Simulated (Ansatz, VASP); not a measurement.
One calculation of Ge, two programs

```
CELL_PARAMETERS angstrom
2.95003 0.00000 0.00000
-1.47501 2.55480 0.00000
0.00000 0.00000 4.80926
ATOMIC_POSITIONS crystal
Ge 0.33333 0.66667 0.25000
Ge 0.66667 0.33333 0.75000
```

Alike in both runs: functional PBEsol; k mesh 6 × 6 × 4; occupations gaussian, width 0.1 eV; no spin polarisation.

Ansatz relaxed the structure, and its values are those at the end. VASP's run is a single point on that final structure, the one shown.

|  | VASP | Ansatz |
| --- | --- | --- |
| version | VASP 6.6.1 | Ansatz 0.2.0 |
| potentials or method | VASP PAW PBE potentials, release 64 (Ge_d), cutoff 520 eV | scalar-relativistic, plane waves, PAW |
| valence electrons in the cell | 28 | 28 |

|  | VASP | Ansatz | Ansatz less VASP |
| --- | --- | --- | --- |
| gap on the k mesh at the Fermi level (eV) | none | none | - |
| pressure (GPa) | 0.0 | 0.0 | -0.05 |

VASP's potentials were made for PBE, not for PBEsol. A gap of «none» marks a metal or a gap that the smearing closes.

The k mesh is coarse, so the values compare programs but aren't converged.
